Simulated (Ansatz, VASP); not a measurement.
# Ni: VASP beside Ansatz

Contents of INCAR:

```
SYSTEM = Ni
PREC = Accurate
ENCUT = 520
EDIFF = 1E-7
ISMEAR = 0
SIGMA = 0.15
LREAL = .FALSE.
LASPH = .TRUE.
NELM = 150
ALGO = Normal
ISIF = 2
LWAVE = .FALSE.
LCHARG = .TRUE.
ISPIN = 2
MAGMOM = 0.81
LORBIT = 11
LMAXMIX = 4
GGA = PS
LELF = .TRUE.
LVHAR = .TRUE.
NBANDS = 15
```

Contents of KPOINTS:

```
regular mesh
0
G
  26 26 26
  0 0 0
```

The input POSCAR:

```
Ni
1.0
    0.0000000000      1.8177774126      1.6723552195
    1.8177774126      0.0000000000      1.6723552195
    1.8177774126      1.8177774126      0.0000000000
Ni
1
Direct
    0.0000000000      0.0000000000      0.0000000000
```

Input for Ansatz:

```yaml
crystal:
  lattice:
    - [0.0, 1.8177774126, 1.6723552195]
    - [1.8177774126, 0.0, 1.6723552195]
    - [1.8177774126, 1.8177774126, 0.0]
  atoms:
    - { symbol: Ni, position: [0.0, 0.0, 0.0], spin: 0.81 }
basis:
  ecutwfc: 420
kpoints:
  mp_grid: { grid: [26, 26, 26] }
hamiltonian:
  xc: pbesol
scf:
  occupations: { method: gaussian, width: 0.15 }
output:
  forces: true
  stress: true
  eigenvalues: true
  populations: true
magnetization:
  spin_polarized: true
```

Alike in both runs: task single point; functional PBEsol; k mesh 26 × 26 × 26; occupations gaussian, width 0.15 eV; collinear spin.

|  | VASP | Ansatz |
| --- | --- | --- |
| version | VASP 6.6.1 | Ansatz 0.2.0 |
| potentials or method | VASP PAW PBE potentials, release 64 (Ni), cutoff 520 eV | scalar-relativistic, plane waves, PAW |
| valence electrons in the cell | 10 | 18 |

|  | VASP | Ansatz | Ansatz less VASP |
| --- | --- | --- | --- |
| gap on the k mesh at the Fermi level (eV) | none | none | - |
| pressure (GPa) | -11.8 | -11.9 | -0.13 |
| traceless stress, the component that is largest in VASP (GPa) | 4.64 | 4.86 | +0.218 |
| net moment per atom (μB) | 0.62 | 0.63 | +0.014 |
| size of the moment on the site where the two differ most (μB) | 0.63 | 0.67 | +0.040 |

VASP's potentials were made for PBE, not for PBEsol. Site moments also hang on the region over which each program counts them. A gap of «none» marks a metal or a gap that the smearing closes. The functional is the same, so the differences come from potentials, cutoffs and numerics. VASP's potentials hold 10 valence electrons a cell and Ansatz's 18, so a difference there can come from the potentials and not from the codes.
